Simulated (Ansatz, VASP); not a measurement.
# BN in VASP and in Ansatz

Contents of INCAR:

```
  PREC = Accurate
  ENCUT = 520
  EDIFF = 1E-6
  ISMEAR = 0
  SIGMA = 0.05
  LREAL = F
  LASPH = T
  NELM = 80
  ALGO = Normal
  ISIF = 2
  LWAVE = F
  LCHARG = T
  GGA = PS
  LELF = T
  LVHAR = T
  NBANDS = 26
```

Contents of KPOINTS:

```
Automatic mesh
0
Gamma
  6 6 10
```

The input POSCAR:

```
BN
1.0
    4.4642000000      0.0000000000      0.0000000000
    0.0000000000      4.4642000000      0.0000000000
    0.0000000000      0.0000000000      2.8426000000
B N
4 4
Direct
    0.1741337327      0.8258662673      0.5000000000
    0.3258662673      0.3258662673      0.0000000000
    0.6741337327      0.6741337327      0.0000000000
    0.8258662673      0.1741337327      0.5000000000
    0.8123909516      0.8123909516      0.5000000000
    0.3123909516      0.6876090484      0.0000000000
    0.6876090484      0.3123909516      0.0000000000
    0.1876090484      0.1876090484      0.5000000000
```

Input for Ansatz:

```yaml
crystal:
  lattice:
    - [4.4642, 0.0, 0.0]
    - [0.0, 4.4642, 0.0]
    - [0.0, 0.0, 2.8426]
  atoms:
    - { symbol: B, position: [0.1741337327, 0.8258662673, 0.5] }
    - { symbol: B, position: [0.3258662673, 0.3258662673, 0.0] }
    - { symbol: B, position: [0.6741337327, 0.6741337327, 0.0] }
    - { symbol: B, position: [0.8258662673, 0.1741337327, 0.5] }
    - { symbol: "N", position: [0.8123909516, 0.8123909516, 0.5] }
    - { symbol: "N", position: [0.3123909516, 0.6876090484, 0.0] }
    - { symbol: "N", position: [0.6876090484, 0.3123909516, 0.0] }
    - { symbol: "N", position: [0.1876090484, 0.1876090484, 0.5] }
basis:
  ecutwfc: 520.0
kpoints:
  mp_grid: { grid: [6, 6, 10] }
hamiltonian:
  xc: pbesol
  pseudopotentials: { kind: paw, azcp: { folder: soft_1 } }
scf:
  occupations: { method: gaussian, width: 0.05 }
output:
  forces: true
  stress: true
  eigenvalues: true
```

Alike in both runs: task single point; functional PBEsol; k mesh 6 × 6 × 10; occupations gaussian, width 0.05 eV; no spin polarisation.

|  | VASP | Ansatz |
| --- | --- | --- |
| version | VASP 6.6.1 | Ansatz 0.2.0 |
| potentials or method | VASP PAW PBE potentials, release 64 (B, N), cutoff 520 eV | scalar-relativistic, plane waves, PAW |
| valence electrons in the cell | 32 | 32 |

Ansatz gave:

| Property | Result |
| --- | --- |
| gap on the k mesh at the Fermi level (eV) | 4.05 |
| least direct gap on the mesh (eV) | 4.05 |
| rms of the force components (eV/Å) | 0.106 |

Task: Estimate VASP's values.

Result: gap on the k mesh at the Fermi level (eV): 4.05; least direct gap on the mesh (eV): 4.05; rms of the force components (eV/Å): 0.102.

VASP's potentials were made for PBE, not for PBEsol, and Ansatz warns of the same on its side. Atom by atom the forces differ by 0.015 eV/Å (rms over components). The functional is the same, so the differences come from potentials, cutoffs and numerics.
